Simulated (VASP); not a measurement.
# Sn2Ge3 (R-3m) in VASP: a series of runs

Runs on Sn2Ge3. Level: PBE. Tasks: single point.

All numbers are computed with VASP 6.6.1; they aren't measurements. Logs are shortened: lines on timing, memory, paths and dates and some standing lists are left out, and cuts for length are marked.

## (1) The cell of the first run

Symmetry: R-3m, No. 166, trigonal system. The conventional cell has a = 3.183 Å, b = 3.183 Å, c = 38.981 Å, α = 90.00°, β = 90.00°, γ = 120.00°. Sn (site symmetry 3m) has 9 Sn at 3.18 Å and 3 Ge at 3.18 Å within 4.2 Å. Ge (site symmetry -3m) has 12 Ge at 3.18 Å within 4.2 Å. Within 4.2 Å of Ge (site symmetry 3m) lie 3 Sn at 3.18 Å and 9 Ge at 3.18 Å.

## (2) Single point, PBE

INCAR reads:

```
SYSTEM = Sn2Ge3
ALGO = Normal ; EDIFF = 1E-6
ENCUT = 520 ; GGA = PE
ISIF = 2 ; ISMEAR = 0
LASPH = .True. ; LCHARG = .False.
LREAL = .False. ; LWAVE = .False.
NBANDS = 43 ; NELM = 100
PREC = Accurate ; SIGMA = 0.1
```

KPOINTS reads:

```
k-points
0
Gamma
  6 6 6
  0 0 0
```

POSCAR reads:

```
Sn2Ge3
1.0
    1.5914090400      0.9188004400     12.9938003800
   -1.5914090400      0.9188004400     12.9938003800
    0.0000000000     -1.8376008700     12.9938003800
Sn Ge
2 3
Direct
    0.8000000000      0.8000000000      0.8000000000
    0.2000000000      0.2000000000      0.2000000000
    0.0000000000      0.0000000000      0.0000000000
    0.4000000000      0.4000000000      0.4000000000
    0.6000000000      0.6000000000      0.6000000000
```

Potentials or basis: VASP PAW PBE potentials, release 64 (Sn_d, Ge_d).

On the command line:

```bash
$ cat potpaw_PBE.64/Sn_d/POTCAR potpaw_PBE.64/Ge_d/POTCAR > POTCAR
$ mpirun -np 1 vasp_std > vasp.out
```

OUTCAR:

```text
SYSTEM = Sn2Ge3
   EDIFF = 1E-6
   ENCUT = 520
   GGA = PE
   ISIF = 2
   ISMEAR = 0
   LASPH = .True.
   LREAL = .False.
   NELM = 100
   PREC = Accurate

 ion  position               nearest neighbor table
   1  0.800  0.800  0.800-   4 3.18   2 3.18   4 3.18   4 3.18   2 3.18   2 3.18
   2  0.200  0.200  0.200-   5 3.18   1 3.18   5 3.18   5 3.18   1 3.18   1 3.18
   3  0.000  0.000  0.000-
   4  0.400  0.400  0.400-   1 3.18   1 3.18   1 3.18
   5  0.600  0.600  0.600-   2 3.18   2 3.18   2 3.18

  LATTYP: Found a trigonal (rhomboedric) cell.
 ALAT       =    13.1230951112
 COS(alpha) =     0.9705882352

  Lattice vectors:

 A1 = (   1.5914090400,   0.9188004400,  12.9938003800)
 A2 = (  -1.5914090400,   0.9188004400,  12.9938003800)
 A3 = (   0.0000000000,  -1.8376008700,  12.9938003800)

Analysis of symmetry for initial positions (statically):
=====================================================================
 Subroutine PRICEL returns:
 Original cell was already a primitive cell.

 Routine SETGRP: Setting up the symmetry group for a
 trigonal (rhombohedral) supercell.

 Subroutine GETGRP returns: Found 12 space group operations
 (whereof 12 operations were pure point group operations)
 out of a pool of 12 trial point group operations.

The static configuration has the point symmetry D_3d.

Analysis of symmetry for dynamics (positions and initial velocities):
=====================================================================
 Subroutine PRICEL returns:
 Original cell was already a primitive cell.

 Routine SETGRP: Setting up the symmetry group for a
 trigonal (rhombohedral) supercell.

 Subroutine GETGRP returns: Found 12 space group operations
 (whereof 12 operations were pure point group operations)
 out of a pool of 12 trial point group operations.

The dynamic configuration has the point symmetry D_3d.

 Subroutine INISYM returns: Found 12 space group operations
 (whereof 12 operations are pure point group operations),
 and found     1 'primitive' translations

----------------------------------------------------------------------------------------

                                     Primitive cell

  volume of cell :     113.9962

  direct lattice vectors                    reciprocal lattice vectors
     1.591409040  0.918800440 12.993800380     0.314186980  0.181395938  0.025653259
    -1.591409040  0.918800440 12.993800380    -0.314186980  0.181395938  0.025653259
     0.000000000 -1.837600870 12.993800380     0.000000000 -0.362791875  0.025653260

  length of vectors
    13.123095111 13.123095111 13.123095110     0.363697724  0.363697724  0.363697724

  position of ions in fractional coordinates (direct lattice)
     0.800000000  0.800000000  0.800000000
     0.200000000  0.200000000  0.200000000
     0.000000000  0.000000000  0.000000000
     0.400000000  0.400000000  0.400000000
     0.600000000  0.600000000  0.600000000

  ion indices of the primitive-cell ions
   primitive index   ion index
                 1           1
                 2           2
                 3           3
                 4           4
                 5           5

----------------------------------------------------------------------------------------

 KPOINTS: k-points

Automatic generation of k-mesh.
 Grid dimensions read from file:
 generate k-points for:    6    6    6

 Generating k-lattice:

  Cartesian coordinates                     Fractional coordinates (reciprocal lattice)
     0.052364497  0.030232656  0.004275543     0.166666667  0.000000000  0.000000000
    -0.052364497  0.030232656  0.004275543     0.000000000  0.166666667  0.000000000
     0.000000000 -0.060465313  0.004275543     0.000000000  0.000000000  0.166666667

  Length of vectors
     0.060616287  0.060616287  0.060616287

  Shift w.r.t. Gamma in fractional coordinates (k-lattice)
     0.000000000  0.000000000  0.000000000

 Subroutine IBZKPT returns following result:
 ===========================================

 Found     32 irreducible k-points:

 Following reciprocal coordinates:
            Coordinates               Weight
  0.000000  0.000000  0.000000      1.000000
  0.166667 -0.000000  0.000000      6.000000
  0.333333 -0.000000  0.000000      6.000000
  0.500000  0.000000  0.000000      3.000000
  0.166667  0.166667  0.000000      6.000000
  0.333333  0.166667  0.000000     12.000000
[... 16 lines left out ...]
  0.500000  0.500000  0.166667      6.000000
 -0.333333  0.500000  0.166667     12.000000
 [... further k-points ...]
   k-points           NKPTS =     32   k-points in BZ     NKDIM =     32   number of bands    NBANDS=     43
   number of dos      NEDOS =    301   number of ions     NIONS =      5
   total plane-waves  NPLWV = 941192
   dimension x,y,z NGX =    98 NGY =   98 NGZ =   98
   dimension x,y,z NGXF=   196 NGYF=  196 NGZF=  196
   ions per type =               2   3
   NGX,Y,Z   is equivalent  to a cutoff of  12.41, 12.41, 12.41 a.u.
   NGXF,Y,Z  is equivalent  to a cutoff of  24.83, 24.83, 24.83 a.u.
 SYSTEM =  Sn2Ge3
   PREC   = accura    normal or accurate (medium, high low for compatibility)
   ISTART =      0    job   : 0-new  1-cont  2-samecut
   ICHARG =      2    charge: 1-file 2-atom 10-const
   ISPIN  =      1    spin polarized calculation?
   LNONCOLLINEAR =      F non collinear calculations
   LSORBIT =      F    spin-orbit coupling
   LASPH  =      T    aspherical Exc in radial PAW
   ENCUT  =  520.0 eV  38.22 Ry    6.18 a.u.  24.40 24.40 24.40*2*pi/ulx,y,z
   NELM   =    100;   NELMIN=  2; NELMDL= -5     # of ELM steps
   EDIFF  = 0.1E-05   stopping-criterion for ELM
   LREAL  =      F    real-space projection
[... 7 lines left out ...]
   TEBEG  =    0.0;   TEEND  =   0.0 temperature during run
   PSTRESS=    0.0 pullay stress
   NELECT =      70.0000    total number of electrons
   NUPDOWN=      -1.0000    fix difference up-down
   EMIN   =  10.00;   EMAX   =-10.00  energy-range for DOS
   EFERMI =   0.00;   METHOD = LEGACY
   ISMEAR =     0;   SIGMA  =   0.10  broadening in eV -4-tet -1-fermi 0-gaus
   EFERMI_NEDOS =   21; number of points for ismear=-14 and -15
   IALGO  =     38    algorithm
   IMIX   =      4    mixing-type and parameters
     AMIX     =   0.40;   BMIX     =  1.00
     AMIX_MAG =   1.60;   BMIX_MAG =  1.00
  volume/ion in A,a.u.               =      22.80       153.86
  Fermi-wavevector in a.u.,A,eV,Ry     =   1.391481  2.629518 26.343873  1.936220
  Thomas-Fermi vector in A             =   2.515316
   LORBIT       =      0    0 simple, 1 ext, 2 COOP (PROOUT), +10 PAW based schemes
   GGA     = PE    functional components
   LHFCALC =     F    Hartree Fock is set to
   AEXX    =    0.0000 exact exchange contribution
   IVDW    =     0    specifies the selected vdW correction
   LEPSILON=     F    determine dielectric tensor
   LRPA    =     F    only Hartree local field effects (RPA)
 non-spin polarized calculation
 Gauss-broadening in eV      SIGMA  =   0.10
  energy-cutoff  :      520.00
  volume of cell :      114.00
 maximum number of plane-waves:      3091
 NGX is ok and might be reduce to    98
   NGX = 49   NGY = 49   NGZ = 49

 number of electron      69.9999994 magnetization

 Free energy of the ion-electron system (eV)
  ---------------------------------------------------
  ext. energy  EPLUGINS =         0.00000000
  ---------------------------------------------------
  free energy    TOTEN  =       -19.38574578 eV

  energy without entropy =      -19.36216564  energy(sigma->0) =      -19.37395571

 E-fermi :   7.2051     XC(G=0): -10.7142

 val. band max:        7.1965123933   @ k =  -0.1667   0.5000   0.1667
 cond. band min:       7.2200216519   @ k =   0.3333   0.1667   0.0000
 fundamental gap:      0.0235092586
 Fermi energy:         7.2051264840

 k-point     1 :       0.0000    0.0000    0.0000
  band No.  band energies     occupation
      1     -17.5437      2.00000
      2     -17.5362      2.00000
      3     -17.5362      2.00000
      4     -17.5310      2.00000
      5     -17.5308      2.00000
      6     -17.5238      2.00000
[... 35 lines left out ...]
     42      14.7126      0.00000
     43      15.1510      0.00000

 k-point     2 :       0.1667   -0.0000    0.0000
  band No.  band energies     occupation
      1     -17.5447      2.00000
      2     -17.5355      2.00000
      3     -17.5309      2.00000
      4     -17.5260      2.00000
      5     -17.5260      2.00000
      6     -17.5212      2.00000
[... 35 lines left out ...]
     42      12.9675      0.00000
     43      13.6433      0.00000

 k-point     3 :       0.3333   -0.0000    0.0000
  band No.  band energies     occupation
      1     -17.5547      2.00000
      2     -17.5392      2.00000
      3     -17.5306      2.00000
      4     -17.5288      2.00000
      5     -17.5267      2.00000
      6     -17.5260      2.00000
[... 35 lines left out ...]
     42      12.0453      0.00000
     43      12.0740      0.00000

 k-point     4 :       0.5000    0.0000    0.0000
  band No.  band energies     occupation
      1     -17.5598      2.00000
      2     -17.5436      2.00000
      3     -17.5354      2.00000
      4     -17.5302      2.00000
      5     -17.5286      2.00000
      6     -17.5283      2.00000
[... 863 lines left out ...]
     42       9.4846      0.00000
     43      10.1960      0.00000

 k-point    23 :       0.5000    0.5000    0.1667
  band No.  band energies     occupation
      1     -17.5547      2.00000
      2     -17.5392      2.00000
      3     -17.5306      2.00000
      4     -17.5288      2.00000
      5     -17.5267      2.00000
      6     -17.5260      2.00000
[... 35 lines left out ...]
     42      11.0779      0.00000
     43      12.7058      0.00000

 k-point    24 :      -0.3333    0.5000    0.1667
  band No.  band energies     occupation
      1     -17.5483      2.00000
      2     -17.5383      2.00000
      3     -17.5339      2.00000
      4     -17.5281      2.00000
      5     -17.5213      2.00000
      6     -17.5173      2.00000
[... 35 lines left out ...]
     42       9.9034      0.00000
     43      10.2877      0.00000

 [... further k-points ...]
[... 5 lines left out ...]
  --------------------------------------------------------------------------------------
  -------------------------------------------------------------------------------------
  Total        2.1702891      2.1702891      0.4098884      0.0000000      0.0000000      0.0000000
  in kB       30.5026604     30.5026604      5.7608388      0.0000000      0.0000000      0.0000000
  external PRESSURE =      22.2553865 kB  Pullay stress =       0.0000000 kB

 VOLUME and BASIS-vectors are now :
 -----------------------------------------------------------------------------
  energy-cutoff  :      520.00
  volume of cell :      114.00
      direct lattice vectors                 reciprocal lattice vectors
     1.591409040  0.918800440 12.993800380     0.314186980  0.181395938  0.025653259
    -1.591409040  0.918800440 12.993800380    -0.314186980  0.181395938  0.025653259
     0.000000000 -1.837600870 12.993800380     0.000000000 -0.362791875  0.025653260

 POSITION                                       TOTAL-FORCE (eV/Angst)
 -----------------------------------------------------------------------------------
      0.00000      0.00000     31.18512        -0.000000     -0.000000     -0.870107
      0.00000      0.00000      7.79628        -0.000000      0.000000      0.870107
      0.00000      0.00000      0.00000         0.000000      0.000000      0.000000
      0.00000      0.00000     15.59256        -0.000000     -0.000000     -0.533883
      0.00000      0.00000     23.38884        -0.000000      0.000000      0.533883
 -----------------------------------------------------------------------------------
    total drift:                               -0.000000      0.000000      0.000000

  FREE ENERGIE OF THE ION-ELECTRON SYSTEM (eV)
  ---------------------------------------------------
  free  energy   TOTEN  =       -19.3857457824 eV

  energy  without entropy=      -19.3621656399  energy(sigma->0) =      -19.37395571
```

Wall time 35 min (1 thread of AMD EPYC 9R45 (Zen 5), shared host); peak memory 1.5 GiB.

What came out:

```
Free energy            : -19.3857 eV
Pressure               : 2.2 GPa
Largest force          : 0.870 eV/Å
Band gap on the k mesh : zero (bands 35 and 36 overlap by 7.78 eV)
```

Forces on the atoms (eV/Å):
```
Sn   0.000  0.000 -0.870
Sn   0.000  0.000  0.870
Ge   0.000  0.000  0.000
Ge   0.000  0.000 -0.534
Ge   0.000  0.000  0.534
```

Caveat: the k points lie up to 0.38 Å⁻¹ apart, too coarse for converged energies and pressures of a metal; spin-orbit coupling is left out, which moves the levels of the heavy elements.

## (3) Single point, PBE

This run uses another cell than the first one, of 23.48 Å³/atom.

INCAR reads:

```
SYSTEM = Sn2Ge3
  PREC = Accurate
  ENCUT = 520
  EDIFF = 1E-7
  ISMEAR = 0
  SIGMA = 0.1
  LREAL = .False.
  LASPH = .True.
  NELM = 100
  ALGO = Normal
  ISIF = 2
  LWAVE = .False.
  LCHARG = .False.
  GGA = PE
  NBANDS = 43
```

KPOINTS reads:

```
regular mesh
0
Gamma
  6 6 6
  0 0 0
```

POSCAR reads:

```
Sn2Ge3
1.0
    1.6668294769      0.9623444488     12.1961165376
   -1.6668294769      0.9623444488     12.1961165376
    0.0000000000     -1.9246888928     12.1961165379
Sn Ge
2 3
Direct
    0.7898218215      0.7898218215      0.7898218215
    0.2101781785      0.2101781785      0.2101781785
    0.0000000000      0.0000000000      0.0000000000
    0.3906760281      0.3906760281      0.3906760281
    0.6093239719      0.6093239719      0.6093239719
```

Potentials or basis: VASP PAW PBE potentials, release 64 (Sn_d, Ge_d).

On the command line:

```bash
$ cat potpaw_PBE.64/Sn_d/POTCAR potpaw_PBE.64/Ge_d/POTCAR > POTCAR
$ mpirun -np 1 vasp_std > vasp.out
```

It took 31 min on 1 thread of AMD EPYC 9R45 (Zen 5), shared host; peak memory 1.4 GiB.

Results (log left out):

```yaml
Free_energy: -19.9943 eV
Pressure: 0.0 GPa
Largest_force: 0.040 eV/Å
Band_gap_on_the_k_mesh: zero (bands 35 and 36 overlap by 5.97 eV)
```

Forces in eV/Å, atoms in the order of the input:
```
Sn   0.000  0.000  0.040
Sn   0.000  0.000 -0.040
Ge   0.000  0.000  0.000
Ge   0.000  0.000 -0.027
Ge   0.000  0.000  0.027
```

Stress tensor (GPa, compression positive):
```
 0.03  0.00  0.00
 0.00  0.03  0.00
 0.00  0.00 -0.04
```

Levels at points of the mesh, in eV from the Fermi level:
| k point | band 31 | band 32 | band 33 | band 34 | band 35 | band 36 | band 37 | band 38 | band 39 | band 40 |
| --- | --- | --- | --- | --- | --- | --- | --- | --- | --- | --- |
| (0.00, 0.00, 0.00) | -2.65 | -2.01 | 3.59 | 3.59 | 3.91 | 4.39 | 4.39 | 4.64 | 5.57 | 5.57 |
| (0.50, 0.00, 0.00) | -5.10 | -3.44 | -3.17 | -2.36 | -2.14 | 0.58 | 1.07 | 1.75 | 2.02 | 2.62 |
| (0.50, 0.50, 0.00) | -4.84 | -4.20 | -3.78 | -1.54 | -1.13 | 0.19 | 0.41 | 0.56 | 1.90 | 2.93 |
| (0.50, 0.50, 0.50) | -4.37 | 0.57 | 1.09 | 3.59 | 3.59 | 4.40 | 4.40 | 5.52 | 5.52 | 6.81 |

Caveat: the k points lie up to 0.36 Å⁻¹ apart, too coarse for converged energies and pressures of a metal; spin-orbit coupling is left out, which moves the levels of the heavy elements.

The gap in the log of VASP goes by the Fermi energy; the results here count the filled bands.